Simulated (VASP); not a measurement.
A run of VASP 6.6.1 is set up as follows.

File INCAR:

```
SYSTEM = Nb
  ALGO = Normal
  EDIFF = 1E-7
  ENCUT = 520
  GGA = PS
  ISIF = 2
  ISMEAR = -1
  LASPH = .True.
  LCHARG = .True.
  LELF = .True.
  LREAL = .False.
  LVHAR = .True.
  LWAVE = .False.
  NBANDS = 12
  NELM = 80
  PREC = Accurate
  SIGMA = 0.1
```

File KPOINTS:

```
k-points
0
Gamma
  15 15 15
  0 0 0
```

File POSCAR:

```
Nb
1.0
    0.0000000000      1.9995202161      1.9995202161
    1.9995202161      0.0000000000      1.9995202161
    1.9995202161      1.9995202161      0.0000000000
Nb
1
Direct
    0.0000000000      0.0000000000      0.0000000000
```

Potentials or basis: VASP PAW PBE potentials, release 64 (Nb_sv).

Run with:

```console
$ cat potpaw_PBE.64/Nb_sv/POTCAR > POTCAR
$ mpirun -np 1 vasp_std > vasp.out
```

Problem. What does it give for the pressure?

Solution. 27.0 GPa.

Caveat: the PAW data sets were made with another functional, which shifts forces and pressure a little.
